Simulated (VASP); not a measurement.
# SiC (Imm2) in VASP: further runs

Runs on SiC. Level: PBEsol. Tasks: relaxation of the atoms.

Everything below comes from runs of VASP 6.6.1. Logs are shortened: lines on timing, memory, paths and dates and some standing lists are left out, and cuts for length are marked.

### Step 1. The cell of the first run

It takes space group Imm2 (No. 44, orthorhombic). Conventional cell: a = 3.050 Å, b = 3.089 Å, c = 4.368 Å, α = 90.00°, β = 90.00°, γ = 90.00°. Si (site symmetry mm2) has 4 C at 1.88 to 1.89 Å within 2.5 Å. C (site symmetry mm2) has 4 Si at 1.88 to 1.89 Å within 2.5 Å.

### Step 2. Relaxation of the atoms, PBEsol (strained cell)

File INCAR:

```
SYSTEM = SiC
PREC = Accurate
ENCUT = 520
EDIFF = 1E-7
ISMEAR = 0
SIGMA = 0.02
LREAL = .False.
LASPH = .True.
NELM = 120
ALGO = Normal
ISIF = 2
LWAVE = .False.
LCHARG = .False.
GGA = PS
IBRION = 2
NSW = 60
EDIFFG = -0.002
GGA_COMPAT = .False.
NELMIN = 4
```

File KPOINTS:

```
Automatic mesh
0
Gamma
  10 10 10
  0 0 0
```

File POSCAR:

```
SiC
1.0
   -0.0136153602      2.1702884215      2.1839037817
    2.1702884215     -0.0136153602      2.1839037817
    2.1566730613      2.1566730613      0.0000000000
Si C
1 1
Direct
    0.0000000000      0.0000000000      0.0000000000
    0.2500000000      0.2500000000      0.2500000000
```

Potentials or basis: VASP PAW PBE potentials, release 64 (Si, C).

On the command line:

```
> cat potpaw_PBE.64/Si/POTCAR potpaw_PBE.64/C/POTCAR > POTCAR
> mpirun -np 1 vasp_std > vasp.out
```

OUTCAR:

```text
SYSTEM = SiC
   PREC = Accurate
   ENCUT = 520
   EDIFF = 1E-7
   ISMEAR = 0
   LREAL = .False.
   LASPH = .True.
   NELM = 120
   ISIF = 2
   GGA = PS
   IBRION = 2
   NSW = 60
   EDIFFG = -0.002
   NELMIN = 4

 ion  position               nearest neighbor table
   1  0.000  0.000  0.000-   2 1.88   2 1.88   2 1.89   2 1.89
   2  0.250  0.250  0.250-   1 1.88   1 1.88   1 1.89   1 1.89

  LATTYP: Found a body centered orthorhombic cell.
 ALAT       =     3.0499962929
 B/A-ratio  =     1.0126262626
 C/A-ratio  =     1.4320697942

  Lattice vectors:

 A1 = (   0.0136153602,  -2.1702884215,  -2.1839037817)
 A2 = (  -0.0136153602,   2.1702884215,  -2.1839037817)
 A3 = (   2.1702884215,  -0.0136153602,   2.1839037817)

Analysis of symmetry for initial positions (statically):
=====================================================================
 Subroutine PRICEL returns:
 Original cell was already a primitive cell.

 Routine SETGRP: Setting up the symmetry group for a
 body centered orthorhombic supercell.

 Subroutine GETGRP returns: Found  4 space group operations
 (whereof  4 operations were pure point group operations)
 out of a pool of  8 trial point group operations.

The static configuration has the point symmetry C_2v.

Analysis of symmetry for dynamics (positions and initial velocities):
=====================================================================
 Subroutine PRICEL returns:
 Original cell was already a primitive cell.

 Routine SETGRP: Setting up the symmetry group for a
 body centered orthorhombic supercell.

 Subroutine GETGRP returns: Found  4 space group operations
 (whereof  4 operations were pure point group operations)
 out of a pool of  8 trial point group operations.

The dynamic configuration has the point symmetry C_2v.

 Subroutine INISYM returns: Found  4 space group operations
 (whereof  4 operations are pure point group operations),
 and found     1 'primitive' translations

----------------------------------------------------------------------------------------

                                     Primitive cell

  volume of cell :      20.5722

  direct lattice vectors                    reciprocal lattice vectors
    -0.013615360  2.170288422  2.183903782    -0.228947815  0.228947815  0.228947815
     2.170288422 -0.013615360  2.183903782     0.228947815 -0.228947815  0.228947815
[... 94 lines left out ...]
   TEBEG  =    0.0;   TEEND  =   0.0 temperature during run
   PSTRESS=    0.0 pullay stress
   NELECT =       8.0000    total number of electrons
   NUPDOWN=      -1.0000    fix difference up-down
   EMIN   =  10.00;   EMAX   =-10.00  energy-range for DOS
   EFERMI =   0.00;   METHOD = LEGACY
   ISMEAR =     0;   SIGMA  =   0.02  broadening in eV -4-tet -1-fermi 0-gaus
   EFERMI_NEDOS =   21; number of points for ismear=-14 and -15
   IALGO  =     38    algorithm
   IMIX   =      4    mixing-type and parameters
     AMIX     =   0.40;   BMIX     =  1.00
     AMIX_MAG =   1.60;   BMIX_MAG =  1.00
  volume/ion in A,a.u.               =      10.29        69.41
  Fermi-wavevector in a.u.,A,eV,Ry     =   1.194935  2.258100 19.427356  1.427870
  Thomas-Fermi vector in A             =   2.330913
   LORBIT       =      0    0 simple, 1 ext, 2 COOP (PROOUT), +10 PAW based schemes
   GGA     = PS    functional components
   LHFCALC =     F    Hartree Fock is set to
   AEXX    =    0.0000 exact exchange contribution
   IVDW    =     0    specifies the selected vdW correction
   LEPSILON=     F    determine dielectric tensor
   LRPA    =     F    only Hartree local field effects (RPA)
 conjugate gradient relaxation of ions
 non-spin polarized calculation
 Gauss-broadening in eV      SIGMA  =   0.02
  energy-cutoff  :      520.00
  volume of cell :       20.57
 maximum number of plane-waves:       565
   NGX = 11   NGY = 11   NGZ = 11

--------------------------------------- Ionic step        1  -------------------------------------------

 number of electron       8.0000001 magnetization

 Free energy of the ion-electron system (eV)
  ---------------------------------------------------
  ext. energy  EPLUGINS =         0.00000000
  ---------------------------------------------------
  free energy    TOTEN  =       -15.91108858 eV

  energy without entropy =      -15.91108858  energy(sigma->0) =      -15.91108858

------------------------ aborting loop because EDIFF is reached ----------------------------------------

  FORCE on cell =-STRESS in cart. coord.  units (eV):
  Direction    XX          YY          ZZ          XY          YZ          ZX
  --------------------------------------------------------------------------------------
  -------------------------------------------------------------------------------------
  Total        0.2634091      0.2634091      0.0536606      0.4505170      0.0000000      0.0000000
  in kB       20.5144612     20.5144612      4.1791214     35.0865367      0.0000000      0.0000000
  external PRESSURE =      15.0693479 kB  Pullay stress =       0.0000000 kB
[... 59 lines left out ...]
--------------------------------------- Ionic step        3  -------------------------------------------

 number of electron       8.0000001 magnetization

 Free energy of the ion-electron system (eV)
  ---------------------------------------------------
  ext. energy  EPLUGINS =         0.00000000
  ---------------------------------------------------
  free energy    TOTEN  =       -15.91140638 eV

  energy without entropy =      -15.91140638  energy(sigma->0) =      -15.91140638

 E-fermi :   8.3044     XC(G=0): -11.5300

 val. band max:        8.2030708745   @ k =   0.0000   0.0000   0.0000
 cond. band min:       9.3313440875   @ k =   0.5000  -0.0000   0.5000
 fundamental gap:      1.1282732130
 Fermi energy:         8.3044142563

 k-point     1 :       0.0000    0.0000    0.0000
  band No.  band energies     occupation
      1      -7.3480      2.00000
      2       8.0719      2.00000
      3       8.0924      2.00000
      4       8.2031      2.00000
      5      14.3399      0.00000
      6      15.2646      0.00000
      7      15.4531      0.00000
      8      15.5361      0.00000
[... 243 lines left out ...]
 k-point    24 :       0.4000    0.3000    0.0000
  band No.  band energies     occupation
      1      -4.1976      2.00000
      2       2.4751      2.00000
      3       4.8720      2.00000
      4       5.6163      2.00000
      5      10.9365      0.00000
      6      13.6786      0.00000
      7      19.7115      0.00000
      8      20.0863      0.00000

 [... further k-points ...]
[... 5 lines left out ...]
  --------------------------------------------------------------------------------------
  -------------------------------------------------------------------------------------
  Total        0.2602811      0.2602811      0.0501932      0.3999521      0.0000000      0.0000000
  in kB       20.2708497     20.2708497      3.9090799     31.1485074      0.0000000      0.0000000
  external PRESSURE =      14.8169264 kB  Pullay stress =       0.0000000 kB
[... 17 lines left out ...]
  FREE ENERGIE OF THE ION-ELECTRON SYSTEM (eV)
  ---------------------------------------------------
  free  energy   TOTEN  =       -15.9114063840 eV

  energy  without entropy=      -15.9114063840  energy(sigma->0) =      -15.91140638

 reached required accuracy - stopping structural energy minimisation
```

OSZICAR:

```text
N       E                     dE             d eps       ncg     rms          rms(c)
DAV:   1     0.369562660645E+01    0.36956E+01   -0.41228E+03  2872   0.840E+02
DAV:   2    -0.173572997054E+02   -0.21053E+02   -0.20021E+02  3888   0.107E+02
[... 18 lines left out ...]
   2 F= -.15911161E+02 E0= -.15911161E+02  d E =-.720574E-04
       N       E                     dE             d eps       ncg     rms          rms(c)
DAV:   1    -0.159114232493E+02   -0.26258E-03   -0.19095E-02  2776   0.126E+00    0.356E-02
DAV:   2    -0.159114146657E+02    0.85836E-05   -0.19093E-04  4368   0.134E-01    0.175E-02
DAV:   3    -0.159114062569E+02    0.84088E-05   -0.36923E-05  3088   0.485E-02    0.247E-03
DAV:   4    -0.159114063856E+02   -0.12867E-06   -0.23784E-06  3496   0.145E-02    0.216E-03
DAV:   5    -0.159114063840E+02    0.15164E-08   -0.52947E-08  2256   0.216E-03
   3 F= -.15911406E+02 E0= -.15911406E+02  d E =-.317802E-03
```

It took 63 s on 1 thread of Oxide Virtual Turin-like, shared host; peak memory 0.12 GiB.

What came out:

```
Free energy               : -15.9114 eV
Energy gained by relaxing : 0.2 meV/atom
Ionic steps               : 3
Pressure after relaxing   : 1.5 GPa
Band gap on the k mesh    : 1.13 eV (least direct gap 4.32 eV)
```

Step by step:
```tsv
step	energy change (eV)	largest force (eV/Å)	pressure (GPa)
1	0.0000	0.1113	1.51
2	-0.0001	0.0978	1.47
3	-0.0003	0.0000	1.48
```

Final structure:
```
Si C
1.0
    -0.01362    2.17029    2.18390
     2.17029   -0.01362    2.18390
     2.15667    2.15667    0.00000
Si C
1 1
Cartesian
  2.1567 2.1567 4.3649
  1.0783 1.0783 1.0948
```

Levels at points of the mesh, in eV from the valence-band top:
```tsv
k point	band 1	band 2	band 3	band 4	band 5	band 6	band 7	band 8
(0.00, 0.00, 0.00)	-15.55	-0.13	-0.11	0.00	6.14	7.06	7.25	7.33
(0.50, 0.00, 0.00)	-11.97	-8.73	-1.16	-1.03	5.42	7.06	7.24	9.90
(0.50, 0.50, 0.00)	-10.49	-7.99	-3.37	-3.14	1.18	4.22	13.95	13.97
(0.00, 0.00, 0.50)	-11.88	-8.69	-1.20	-1.16	5.26	7.02	7.02	9.84
(0.50, 0.00, 0.50)	-10.44	-7.91	-3.33	-3.32	1.13	4.10	13.83	13.99
```

Caveat: the cell differs from its parent crystal (strained cell); the PAW data sets were made with another functional, which shifts forces and pressure a little.

### Step 3. Relaxation of the atoms, PBEsol (strained cell)

INCAR is that of step 2.

KPOINTS is that of step 2.

File POSCAR:

```
SiC
1.0
   -0.0106972705      2.1673703318      2.1900569449
    2.1673703318     -0.0106972705      2.1900569449
    2.1566730613      2.1566730613      0.0000000000
Si C
1 1
Direct
   -0.0001674578     -0.0001674578      0.0001674578
    0.2501674578      0.2501674578      0.2498325422
```

Potentials or basis: VASP PAW PBE potentials, release 64 (Si, C).

On the command line:

```
> cat potpaw_PBE.64/Si/POTCAR potpaw_PBE.64/C/POTCAR > POTCAR
> mpirun -np 1 vasp_std > vasp.out
```

OUTCAR:

```text
SYSTEM = SiC
   PREC = Accurate
   ENCUT = 520
   EDIFF = 1E-7
   ISMEAR = 0
   LREAL = .False.
   LASPH = .True.
   NELM = 120
   ISIF = 2
   GGA = PS
   IBRION = 2
   NSW = 60
   EDIFFG = -0.002
   NELMIN = 4

 ion  position               nearest neighbor table
   1  1.000  1.000  0.000-   2 1.88   2 1.88   2 1.89   2 1.89
   2  0.250  0.250  0.250-   1 1.88   1 1.88   1 1.89   1 1.89

  LATTYP: Found a body centered orthorhombic cell.
 ALAT       =     3.0499962929
 B/A-ratio  =     1.0099201596
 C/A-ratio  =     1.4361046602

  Lattice vectors:

 A1 = (  -2.1673703318,   0.0106972705,   2.1900569449)
 A2 = (   2.1673703318,  -0.0106972705,   2.1900569449)
 A3 = (  -0.0106972705,   2.1673703318,  -2.1900569449)

Analysis of symmetry for initial positions (statically):
[... 252 lines left out ...]
  free energy    TOTEN  =       -15.91162111 eV

  energy without entropy =      -15.91162111  energy(sigma->0) =      -15.91162111

 E-fermi :   8.3341     XC(G=0): -11.5294

 val. band max:        8.1976071348   @ k =   0.0000   0.0000   0.0000
 cond. band min:       9.3179065602   @ k =   0.5000  -0.0000   0.5000
 fundamental gap:      1.1202994254
 Fermi energy:         8.3341130016

 k-point     1 :       0.0000    0.0000    0.0000
  band No.  band energies     occupation
      1      -7.3483      2.00000
      2       8.0723      2.00000
      3       8.0933      2.00000
      4       8.1976      2.00000
      5      14.3501      0.00000
      6      15.2870      0.00000
      7      15.4435      0.00000
      8      15.5018      0.00000
[... 243 lines left out ...]
 k-point    24 :       0.4000    0.3000    0.0000
  band No.  band energies     occupation
      1      -4.2121      2.00000
      2       2.4562      2.00000
      3       4.8976      2.00000
      4       5.6195      2.00000
      5      10.9475      0.00000
      6      13.7267      0.00000
      7      19.6996      0.00000
      8      20.0936      0.00000

 [... further k-points ...]
[... 5 lines left out ...]
  --------------------------------------------------------------------------------------
  -------------------------------------------------------------------------------------
  Total        0.3010015      0.3010015     -0.0470624      0.3160031      0.0000000      0.0000000
  in kB       23.4389521     23.4389521     -3.6647405     24.6071200      0.0000000      0.0000000
  external PRESSURE =      14.4043879 kB  Pullay stress =       0.0000000 kB
[... 17 lines left out ...]
  FREE ENERGIE OF THE ION-ELECTRON SYSTEM (eV)
  ---------------------------------------------------
  free  energy   TOTEN  =       -15.9116211144 eV

  energy  without entropy=      -15.9116211144  energy(sigma->0) =      -15.91162111

 reached required accuracy - stopping structural energy minimisation
```

It took 59 s on 1 thread of Oxide Virtual Turin-like, shared host; peak memory 0.12 GiB.

What came out:

* Free energy: -15.9116 eV
* Energy gained by relaxing: 0.0 meV/atom
* Ionic steps: 3
* Pressure after relaxing: 1.4 GPa
* Band gap on the k mesh: 1.12 eV (least direct gap 4.34 eV)

Stress tensor (GPa, compression positive):
```
 2.34  2.46  0.00
 2.46  2.34  0.00
 0.00  0.00 -0.37
```

Final structure:
```
Si C
1.0
    -0.01070    2.16737    2.19006
     2.16737   -0.01070    2.19006
     2.15667    2.15667    0.00000
Si C
1 1
Direct
  0.99949 0.99949 0.00051
  0.25051 0.25051 0.24949
```

Caveat: the cell differs from its parent crystal (strained cell); the PAW data sets were made with another functional, which shifts forces and pressure a little. A k mesh can miss the band edges.
